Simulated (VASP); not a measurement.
**CoC3: single point with PBE**

The system is CoC3.

```
CELL_PARAMETERS angstrom
3.17472 0.00000 0.00000
0.00000 3.17472 0.00000
0.00000 0.00000 3.17472
ATOMIC_POSITIONS crystal
Co 0.00000 0.00000 0.00000
C 0.00000 0.50000 0.50000
C 0.50000 0.00000 0.50000
C 0.50000 0.50000 0.00000
```

```json
{
  "Program": "VASP 6.6.1",
  "Task": "single point",
  "Functional": "PBE",
  "Potentials or basis": "VASP PAW PBE potentials, release 64 (Co, C)",
  "Cutoff": "520 eV",
  "k mesh": "6 × 6 × 6",
  "Occupations": "gaussian, width 0.1 eV",
  "Spin": "collinear spin, ferromagnetic start",
  "Starting moments": "[3.0, 0.0, 0.0, 0.0] μB",
  "Dipole correction": "no",
  "Further INCAR settings": "ALGO = Normal; EDIFF = 1e-06; NBANDS = 22"
}
```

- Pressure: -13.1 GPa
- Net moment: 0.78 μB per cell
- Site moments: Co +0.74; C +0.01 μB
- Valence electrons inside the program's atomic spheres: Co 8.23; C 2.12

Levels at points of the mesh, in eV from the Fermi level:
Spin up:
| k point | band 9 | band 10 | band 11 | band 12 | band 13 | band 14 |
| --- | --- | --- | --- | --- | --- | --- |
| (0.00, 0.00, 0.00) | -2.07 | -0.53 | -0.53 | 1.64 | 1.64 | 1.64 |
| (0.50, 0.00, 0.00) | -1.23 | -1.23 | 0.18 | 0.18 | 1.03 | 1.13 |
| (0.50, 0.50, 0.00) | -1.10 | -0.53 | 0.07 | 0.55 | 0.55 | 2.39 |
| (0.50, 0.50, 0.50) | -1.37 | -0.58 | -0.58 | -0.58 | 3.40 | 5.41 |
Spin down:
| k point | band 8 | band 9 | band 10 | band 11 | band 12 | band 13 |
| --- | --- | --- | --- | --- | --- | --- |
| (0.00, 0.00, 0.00) | -1.18 | -1.18 | -0.11 | -0.11 | 1.62 | 1.62 |
| (0.50, 0.00, 0.00) | -1.23 | -1.23 | -1.11 | 0.80 | 0.80 | 1.10 |
| (0.50, 0.50, 0.00) | -1.10 | -0.62 | -0.44 | 0.55 | 0.55 | 0.65 |
| (0.50, 0.50, 0.50) | -0.85 | -0.85 | 0.32 | 0.32 | 0.32 | 3.56 |

Wall time 32 s on 1 thread of Intel(R) Xeon(R) Platinum 8488C (Sapphire Rapids), on a shared host, peak memory 0.16 GiB.
